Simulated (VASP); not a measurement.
C: single point with PBEsol

Crystal: C.

```
C
1.0
     2.51292    0.00000    0.00000
    -1.25646    2.17625    0.00000
     0.00000    0.00000    6.15533
C
6
Direct
  0.00000 0.00000 0.00000
  0.00000 0.00000 0.25000
  0.33333 0.66667 0.33333
  0.33333 0.66667 0.58333
  0.66667 0.33333 0.66667
  0.66667 0.33333 0.91667
```

| Item | Value |
| --- | --- |
| Program | VASP 6.6.1 |
| Task | single point |
| Functional | PBEsol |
| Potentials or basis | VASP PAW PBE potentials, release 64 (C_h) |
| Cutoff | 1300 eV |
| k mesh | 12 × 12 × 4 |
| Occupations | gaussian, width 0.02 eV |
| Spin | no spin polarisation |
| Dipole correction | no |
| Further INCAR settings | ALGO = Normal; EDIFF = 1e-06; NBANDS = 21 |

| Property | Result |
| --- | --- |
| Pressure | 0.1 GPa |
| Band gap on the k mesh | 4.11 eV |

Levels at points of the mesh, in eV from the valence-band top:
```csv
k point,band 8,band 9,band 10,band 11,band 12,band 13,band 14,band 15,band 16,band 17
"(0.00, 0.00, 0.00)",-2.35,-2.35,0.00,0.00,0.00,5.57,5.57,5.57,8.27,8.27
"(0.50, 0.00, 0.00)",-6.40,-5.05,-5.05,-4.03,-4.03,4.63,4.63,7.03,7.03,10.74
"(0.00, 0.00, 0.50)",-2.84,-1.04,-1.04,-1.04,-1.04,6.94,6.94,6.94,6.94,7.43
"(0.50, 0.00, 0.50)",-7.80,-5.73,-5.73,-2.84,-2.84,5.15,5.15,8.27,8.27,8.43
```

Run time: 110 s on 1 thread of Intel(R) Xeon(R) Platinum 8488C (Sapphire Rapids), on a shared host, peak memory 0.3 GiB.

Caveat: the PAW data sets were made with another functional, which shifts forces and pressure a little. A k mesh can miss the band edges.
